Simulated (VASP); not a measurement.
# Li16H (a cell with a defect) in VASP: a series of runs

The runs below take Li16H (a cell with a defect) through single point, with PBE.

Everything below comes from runs of VASP 6.6.1. Logs are shortened: lines on timing, memory, paths and dates and some standing lists are left out, and cuts for length are marked.

### 1 The cell of the first run

The cell holds a defect, 17 atoms: a = 6.980 Å, b = 6.980 Å, c = 6.980 Å, α = 90.00°, β = 90.00°, γ = 90.00°.

### 2 Single point, PBE

The input, INCAR:

```
PREC = Accurate
ENCUT = 520
EDIFF = 1E-6
ISMEAR = -1
SIGMA = 0.05
LREAL = Auto
LASPH = True
NELM = 80
ALGO = Normal
ISIF = 2
LWAVE = False
LCHARG = False
GGA = PE
NBANDS = 38
```

The input, KPOINTS:

```
Automatic mesh
0
Gamma
  4 4 4
```

The input, POSCAR:

```
Li16H
1.0
    6.9800000000      0.0000000000      0.0000000000
    0.0000000000      6.9800000000      0.0000000000
    0.0000000000      0.0000000000      6.9800000000
Li H
16 1
Direct
    0.0301731333      0.0010346522     -0.0012583913
    0.4698542043      0.0009590621     -0.0014731804
    0.0092806922      0.5011774816      0.0076562099
   -0.0138795715      0.0004555619      0.5190839866
    0.2496517552      0.2274017462      0.2535277307
    0.4906523184      0.5011494344      0.0076077576
    0.5140366232      0.0004447206      0.5191391045
    0.7496016567      0.2396402243      0.2390687356
   -0.0120225283      0.5004942423      0.4851260545
    0.2497213809      0.7721877321      0.2545732144
    0.2498413454      0.2658712251      0.7283089959
    0.5117561905      0.5004758291      0.4850443916
    0.7496416990      0.7603407486      0.2395973222
    0.7498603214      0.2555543537      0.7675427510
    0.2498465532      0.7341287336      0.7286665654
    0.7498868790      0.7456401398      0.7680464438
    0.2503886472     -0.0012434874      0.1327964082
```

Potentials or basis: VASP PAW PBE potentials, release 64 (Li_sv, H).

Started as:

```console
$ cat potpaw_PBE.64/Li_sv/POTCAR potpaw_PBE.64/H/POTCAR > POTCAR
$ mpirun -np 1 vasp_std > vasp.out
```

OUTCAR:

```text
PREC = Accurate
   ENCUT = 520
   EDIFF = 1E-6
   ISMEAR = -1
   LREAL = Auto
   LASPH = True
   NELM = 80
   ISIF = 2
   GGA = PE

 ion  position               nearest neighbor table
   1  0.030  0.001  0.999-
   2  0.470  0.001  0.999-
   3  0.009  0.501  0.008-
   4  0.986  0.000  0.519-
   5  0.250  0.227  0.254-
   6  0.491  0.501  0.008-
[... 9 lines left out ...]
  16  0.750  0.746  0.768-
  17  0.250  0.999  0.133-

  LATTYP: Found a simple cubic cell.
 ALAT       =     6.9800000000

  Lattice vectors:

 A1 = (   6.9800000000,   0.0000000000,   0.0000000000)
 A2 = (   0.0000000000,   6.9800000000,   0.0000000000)
 A3 = (   0.0000000000,   0.0000000000,   6.9800000000)

Analysis of symmetry for initial positions (statically):
=====================================================================
 Subroutine PRICEL returns:
 Original cell was already a primitive cell.

 Routine SETGRP: Setting up the symmetry group for a
 simple cubic supercell.

 Subroutine GETGRP returns: Found  1 space group operations
 (whereof  1 operations were pure point group operations)
 out of a pool of 48 trial point group operations.

The static configuration has the point symmetry C_1 .

Analysis of symmetry for dynamics (positions and initial velocities):
=====================================================================
 Subroutine PRICEL returns:
 Original cell was already a primitive cell.

 Routine SETGRP: Setting up the symmetry group for a
 simple cubic supercell.

 Subroutine GETGRP returns: Found  1 space group operations
 (whereof  1 operations were pure point group operations)
 out of a pool of 48 trial point group operations.

The dynamic configuration has the point symmetry C_1 .

 Subroutine INISYM returns: Found  1 space group operations
 (whereof  1 operations are pure point group operations),
 and found     1 'primitive' translations

----------------------------------------------------------------------------------------

[... 118 lines left out ...]
   LSORBIT =      F    spin-orbit coupling
   LASPH  =      T    aspherical Exc in radial PAW
   ENCUT  =  520.0 eV  38.22 Ry    6.18 a.u.  12.98 12.98 12.98*2*pi/ulx,y,z
   NELM   =     80;   NELMIN=  2; NELMDL= -5     # of ELM steps
   EDIFF  = 0.1E-05   stopping-criterion for ELM
   LREAL  =      T    real-space projection
   EDIFFG = 0.1E-04   stopping-criterion for IOM
   NSW    =      0    number of steps for IOM
   IBRION =     -1    ionic relax: 0-MD 1-quasi-New 2-CG
   NFREE  =      0    steps in history (QN), initial steepest desc. (CG)
   ISIF   =      2    stress and relaxation
   ISYM   =      2    0-nonsym 1-usesym 2-fastsym
   POTIM  = 0.5000    time-step for ionic-motion
   TEBEG  =    0.0;   TEEND  =   0.0 temperature during run
   PSTRESS=    0.0 pullay stress
   NELECT =      49.0000    total number of electrons
   NUPDOWN=      -1.0000    fix difference up-down
   EMIN   =  10.00;   EMAX   =-10.00  energy-range for DOS
   EFERMI =   0.00;   METHOD = LEGACY
   ISMEAR =    -1;   SIGMA  =   0.05  broadening in eV -4-tet -1-fermi 0-gaus
   EFERMI_NEDOS =   21; number of points for ismear=-14 and -15
   IALGO  =     38    algorithm
   IMIX   =      4    mixing-type and parameters
     AMIX     =   0.40;   BMIX     =  1.00
     AMIX_MAG =   1.60;   BMIX_MAG =  1.00
  volume/ion in A,a.u.               =      20.00       134.99
  Fermi-wavevector in a.u.,A,eV,Ry     =   0.858258  1.621873 10.022155  0.736608
  Thomas-Fermi vector in A             =   1.975436
   LORBIT       =      0    0 simple, 1 ext, 2 COOP (PROOUT), +10 PAW based schemes
   GGA     = PE    functional components
   LHFCALC =     F    Hartree Fock is set to
   AEXX    =    0.0000 exact exchange contribution
   IVDW    =     0    specifies the selected vdW correction
   LEPSILON=     F    determine dielectric tensor
   LRPA    =     F    only Hartree local field effects (RPA)
 non-spin polarized calculation
  energy-cutoff  :      520.00
  volume of cell :      340.07
 maximum number of plane-waves:      9183
 NGX is ok and might be reduce to    54
   NGX = 25   NGY = 25   NGZ = 25

 number of electron      48.9999980 magnetization

 Free energy of the ion-electron system (eV)
  ---------------------------------------------------
  ext. energy  EPLUGINS =         0.00000000
  ---------------------------------------------------
  free energy    TOTEN  =       -34.22286342 eV

  energy without entropy =      -34.13304197  energy(sigma->0) =      -34.17795270

 E-fermi :   0.5442     XC(G=0):  -6.9633

 val. band max:        0.5428240959   @ k =   0.5000   0.2500   0.2500
 cond. band min:       0.5447442995   @ k =   0.5000   0.0000   0.2500
 fundamental gap:      0.0019202035
 Fermi energy:         0.5442204912

 k-point     1 :       0.0000    0.0000    0.0000
  band No.  band energies     occupation
      1     -46.1500      2.00000
      2     -46.1473      2.00000
      3     -46.1249      2.00000
      4     -46.1229      2.00000
      5     -46.0825      2.00000
      6     -46.0785      2.00000
[... 925 lines left out ...]
     35       3.6879      0.00000
     36       4.2170      0.00000

 [... further k-points ...]

 [bands above 36 left out]

------------------------ aborting loop because EDIFF is reached ----------------------------------------

  FORCE on cell =-STRESS in cart. coord.  units (eV):
  Direction    XX          YY          ZZ          XY          YZ          ZX
  --------------------------------------------------------------------------------------
  -------------------------------------------------------------------------------------
  Total       -1.1836410     -1.2676623     -1.3603689      0.0010040     -0.0054512     -0.0050735
  in kB       -5.5765337     -5.9723861     -6.4091583      0.0047301     -0.0256823     -0.0239031
  external PRESSURE =      -5.9860260 kB  Pullay stress =       0.0000000 kB

 VOLUME and BASIS-vectors are now :
 -----------------------------------------------------------------------------
  energy-cutoff  :      520.00
  volume of cell :      340.07
      direct lattice vectors                 reciprocal lattice vectors
     6.980000000  0.000000000  0.000000000     0.143266476  0.000000000  0.000000000
     0.000000000  6.980000000  0.000000000     0.000000000  0.143266476  0.000000000
     0.000000000  0.000000000  6.980000000     0.000000000  0.000000000  0.143266476

 POSITION                                       TOTAL-FORCE (eV/Angst)
 -----------------------------------------------------------------------------------
      0.21061      0.00722      6.97122        -0.015932     -0.010639     -0.011518
      3.27958      0.00669      6.96972         0.017108     -0.008782     -0.012427
      0.06478      3.49822      0.05344        -0.005175     -0.013766     -0.005828
      6.88312      0.00318      3.62321        -0.013845     -0.003524     -0.005945
      1.74257      1.58726      1.76962         0.003244     -0.002195      0.012399
      3.42475      3.49802      0.05310         0.001743     -0.013490     -0.006278
[... 9 lines left out ...]
      5.23421      5.20457      5.36096         0.001210     -0.002981      0.001828
      1.74771      6.97132      0.92692        -0.008612      0.025066      0.002630
 -----------------------------------------------------------------------------------
    total drift:                               -0.002115     -0.006616     -0.004890

  FREE ENERGIE OF THE ION-ELECTRON SYSTEM (eV)
  ---------------------------------------------------
  free  energy   TOTEN  =       -34.2228634247 eV

  energy  without entropy=      -34.1330419729  energy(sigma->0) =      -34.17795270
```

OSZICAR:

```text
N       E                     dE             d eps       ncg     rms          rms(c)
DAV:   1     0.277372708485E+03    0.27737E+03   -0.20949E+04  2784   0.126E+03
DAV:   2     0.391074239214E+02   -0.23827E+03   -0.22329E+03  2768   0.340E+02
DAV:   3    -0.198071652292E+02   -0.58915E+02   -0.57215E+02  5036   0.845E+01
DAV:   4    -0.323448497235E+02   -0.12538E+02   -0.12367E+02  4696   0.648E+01
DAV:   5    -0.351251970407E+02   -0.27803E+01   -0.27789E+01  4890   0.183E+01    0.414E+00
DAV:   6    -0.343749748839E+02    0.75022E+00   -0.13926E+00  3546   0.564E+00    0.183E+00
DAV:   7    -0.342158451462E+02    0.15913E+00   -0.61768E-01  4114   0.216E+00    0.481E-01
DAV:   8    -0.342218076679E+02   -0.59625E-02   -0.73600E-02  4114   0.770E-01    0.235E-01
DAV:   9    -0.342227777587E+02   -0.97009E-03   -0.13658E-02  4008   0.337E-01    0.122E-01
DAV:  10    -0.342228387142E+02   -0.60956E-04   -0.31193E-03  4048   0.144E-01    0.325E-02
DAV:  11    -0.342228776415E+02   -0.38927E-04   -0.49334E-04  4632   0.591E-02    0.191E-02
DAV:  12    -0.342228656590E+02    0.11983E-04   -0.21949E-05  3794   0.212E-02    0.672E-03
DAV:  13    -0.342228638733E+02    0.17857E-05   -0.10363E-05  3816   0.118E-02    0.182E-03
DAV:  14    -0.342228634247E+02    0.44857E-06   -0.12689E-06  2554   0.488E-03
   1 F= -.34222863E+02 E0= -.34177953E+02  d E =-.898215E-01
```

stdout:

```text
POSCAR found type information on POSCAR LiH
 POSCAR found :  2 types and      17 ions
 scaLAPACK will be used
 LDA part: xc-table for (Slater+PW92), standard interpolation
 POSCAR, INCAR and KPOINTS ok, starting setup
 FFT: planning ... GRIDC
 FFT: planning ... GRID_SOFT
 FFT: planning ... GRID
 WAVECAR not read
 entering main loop
```

Wall time 14 min (1 thread of Intel Xeon 8259CL, shared host); peak memory 0.54 GiB.

Results:

| Quantity | Value |
| --- | --- |
| Free energy | -34.2229 eV |
| Largest force | 0.027 eV/Å |
| Band gap on the k mesh | zero (an odd number of electrons rules out a gap without spin polarisation) |

Forces on the atoms (eV/Å):
```
Li  -0.016 -0.011 -0.012
Li   0.017 -0.009 -0.012
Li  -0.005 -0.014 -0.006
Li  -0.014 -0.004 -0.006
Li   0.003 -0.002  0.012
Li   0.002 -0.013 -0.006
Li   0.008 -0.003 -0.006
Li   0.003  0.010  0.008
Li   0.002 -0.005 -0.008
Li   0.002  0.005  0.010
Li   0.002  0.011  0.008
Li  -0.004 -0.004 -0.006
Li   0.004  0.004  0.007
Li   0.001  0.010  0.007
Li   0.001  0.004  0.004
Li   0.001 -0.003  0.002
H   -0.009  0.025  0.003
```

Caveat: the cutoff is under 1.25 times the usual one of these potentials, so pressure, stress and relaxed cells hold a basis-set (Pulay) error.

### 3 Single point, PBE

The input, INCAR:

```
PREC = Accurate
ENCUT = 520
EDIFF = 1E-6
ISMEAR = -1
SIGMA = 0.05
LREAL = Auto
LASPH = T
NELM = 80
ALGO = Normal
ISIF = 2
LWAVE = F
LCHARG = F
GGA = PE
NBANDS = 38
```

The input, KPOINTS:

```
regular mesh
0
Gamma
  4 4 4
```

The input, POSCAR:

```
Li16H
1.0
    6.9800000000      0.0000000000      0.0000000000
    0.0000000000      6.9800000000      0.0000000000
    0.0000000000      0.0000000000      6.9800000000
Li H
16 1
Direct
   -0.0029297160     -0.0000147481      0.0287786744
    0.5206224557     -0.0000072107     -0.0152231699
    0.0088453111      0.4999780212      0.0101776556
   -0.0022567619     -0.0000208176      0.4710879647
    0.2538393788      0.2248516908      0.2509197113
    0.4836236049      0.4999932247     -0.0101323440
    0.5204774441     -0.0000078487      0.5146587579
    0.7283100456      0.2657612547      0.2504092069
    0.0091241596      0.4999751515      0.4898825571
    0.2538216922      0.7751554316      0.2509256054
    0.2396415855      0.2393001244      0.7511901932
    0.4839916743      0.4999911610      0.5110280394
    0.7283070077      0.7342450222      0.2504097373
    0.7675203983      0.2574260322      0.7503561045
    0.2396328029      0.7607010268      0.7511933395
    0.7675101281      0.7425533339      0.7503583426
    0.1286681692      0.0000231902      0.2488878442
```

Potentials or basis: VASP PAW PBE potentials, release 64 (Li_sv, H).

Started as:

```console
$ cat potpaw_PBE.64/Li_sv/POTCAR potpaw_PBE.64/H/POTCAR > POTCAR
$ mpirun -np 1 vasp_std > vasp.out
```

Run time: 13 min. Hardware: 1 thread of Intel Xeon 8259CL, shared host; peak memory 0.54 GiB.

Results (log left out):

- Free energy: -34.2235 eV
- Largest force: 0.025 eV/Å
- Band gap on the k mesh: zero (an odd number of electrons rules out a gap without spin polarisation)

Forces in eV/Å, atoms in the order of the input:
```
Li  -0.014  0.000 -0.018
Li  -0.010  0.000 -0.002
Li  -0.007  0.001  0.003
Li  -0.011  0.000  0.014
Li   0.012  0.002 -0.010
Li  -0.002  0.000  0.004
Li  -0.009  0.000  0.020
Li   0.008  0.005 -0.003
Li  -0.008  0.000  0.008
Li   0.012 -0.003 -0.010
Li   0.008  0.002 -0.010
Li  -0.008  0.000  0.001
Li   0.008 -0.005 -0.003
Li   0.006  0.006 -0.003
Li   0.008 -0.003 -0.010
Li   0.006 -0.006 -0.004
H    0.002 -0.001  0.025
```

Levels at points of the mesh, in eV from the Fermi level:
| k point | band 22 | band 23 | band 24 | band 25 | band 26 | band 27 |
| --- | --- | --- | --- | --- | --- | --- |
| (0.00, 0.00, 0.00) | -1.15 | -1.10 | -0.39 | 0.21 | 0.24 | 0.25 |
| (0.50, 0.00, 0.00) | -0.65 | -0.62 | -0.62 | -0.62 | -0.58 | 0.26 |
| (0.00, 0.50, 0.00) | -0.65 | -0.62 | -0.61 | -0.60 | -0.57 | 0.50 |
| (0.00, 0.00, 0.50) | -0.65 | -0.62 | -0.61 | -0.60 | -0.57 | 0.48 |
| (0.50, 0.50, 0.00) | -0.19 | -0.13 | -0.10 | -0.10 | 0.02 | 0.04 |
| (0.00, 0.50, 0.50) | -0.16 | -0.07 | -0.06 | -0.05 | -0.03 | -0.02 |
| (0.50, 0.00, 0.50) | -0.19 | -0.13 | -0.11 | -0.11 | 0.03 | 0.05 |
| (0.50, 0.50, 0.50) | -1.74 | -1.74 | -1.74 | 0.16 | 2.33 | 2.34 |

Caveat: the cutoff is under 1.25 times the usual one of these potentials, so pressure, stress and relaxed cells hold a basis-set (Pulay) error.
